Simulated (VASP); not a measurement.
A run of VASP 6.6.1 is set up as follows.

The input INCAR:

```
PREC = Accurate
ENCUT = 520
EDIFF = 1E-7
ISMEAR = 0
SIGMA = 0.15
LREAL = F
LASPH = T
NELM = 80
ALGO = Normal
ISIF = 2
LWAVE = F
LCHARG = T
GGA = PS
LELF = T
LVHAR = T
NBANDS = 12
```

The input KPOINTS:

```
regular mesh
0
Gamma
  20 20 20
```

Contents of POSCAR:

```
Au
1.0
   -1.6572690000      1.6572690000      1.6821280350
    1.6572690000     -1.6572690000      1.6821280350
    1.6572690000      1.6572690000     -1.6821280350
Au
1
Direct
    0.0000000000      0.0000000000      0.0000000000
```

Potentials or basis: VASP PAW PBE potentials, release 64 (Au).

The run is started by

```bash
$ cat potpaw_PBE.64/Au/POTCAR > POTCAR
$ mpirun -np 1 vasp_std > vasp.out
```

(1) Estimate the pressure.

Results:

(1) -11.3 GPa.

Caveat: the cell differs from its parent crystal (strain +0.000 along x and y, +0.015 along z); the PAW data sets were made with another functional, which shifts forces and pressure a little.
